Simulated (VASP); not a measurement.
Write the native input for VASP 6.6.1 that does the following.

| Quantity | Value |
| --- | --- |
| Task | relaxation of cell and atoms |
| Functional | r2SCAN |
| Potentials or basis | VASP PAW PBE potentials, release 64 (Ge_d) |
| Cutoff | 600 eV |
| k mesh | 12 × 12 × 12 |
| Occupations | gaussian, width 0.01 eV |
| Spin | no spin polarisation |
| Target pressure | 2 GPa |
| Dipole correction | no |
| Further INCAR settings | ALGO = Normal; EDIFF = 1e-06; IBRION = 2; EDIFFG = -0.002; NSW = 100; ISIF = 3 |

Ge:

```
Ge
1.0
     2.83776    2.83776    0.00000
    -2.83776    2.83776    0.00000
     0.00000    2.83776    2.83776
Ge
2
Cartesian
  0.0000 2.8378 0.0000
  1.4189 4.2566 1.4189
```

These files were run (other wordings do the same):

POSCAR

```
Ge
1.0
    2.8377577931      2.8377577931      0.0000000000
   -2.8377577931      2.8377577931      0.0000000000
    0.0000000000      2.8377577931      2.8377577931
Ge
2
Direct
    0.5000000000      0.5000000000      0.0000000000
    0.7500000000      0.2500000000      0.5000000000
```

INCAR.step1

```
SYSTEM = Ge
PREC = Accurate
ENCUT = 600
ISMEAR = 0
SIGMA = 0.01
LREAL = .False.
LASPH = .True.
NELM = 80
GGA = PE
ALGO = Normal
EDIFF = 1E-4
LWAVE = .True.
LCHARG = .False.
```

INCAR.step2

```
SYSTEM = Ge
PREC = Accurate
ENCUT = 600
EDIFF = 1E-6
ISMEAR = 0
SIGMA = 0.01
LREAL = .False.
LASPH = .True.
NELM = 80
ALGO = Normal
ISIF = 3
LWAVE = .False.
LCHARG = .False.
METAGGA = R2SCAN
LMIXTAU = .True.
IBRION = 2
NSW = 100
EDIFFG = -0.002
PSTRESS = 20.0
ISTART = 1
```

KPOINTS

```
regular mesh
0
Gamma
  12 12 12
  0 0 0
```

Potentials or basis: VASP PAW PBE potentials, release 64 (Ge_d).

The run is started by

```console
$ cat potpaw_PBE.64/Ge_d/POTCAR > POTCAR
$ cp INCAR.step1 INCAR
$ mpirun -np 1 vasp_std > vasp.out
$ cp INCAR.step2 INCAR
$ mpirun -np 1 vasp_std > vasp.out
```

It gave:

```
Relaxed volume                                             : 22.28 Å³/atom
Relaxed cell                                               : a = 3.979 Å, b = 3.979 Å, c = 3.979 Å, α = 60.00°, β = 60.00°, γ = 90.00°
Space group after relaxing (to 0.1 Å)                      : Fd-3m (No. 227)
Energy change on relaxing (the run minimises the enthalpy) : +3.6 meV/atom
Ionic steps                                                : 59
Pressure after relaxing                                    : 2.0 GPa
Band gap on the k mesh                                     : 0.50 eV (least direct gap 0.56 eV)
```

Caveat: the cell is relaxed towards a set pressure, so the run minimises the enthalpy, not the energy; the PAW data sets were made with another functional, which shifts forces and pressure a little.

It took 59 min on 1 thread of Intel(R) Xeon(R) Platinum 8375C CPU @ 2.90GHz (Ice Lake) (shared host), peak memory 0.24 GiB.
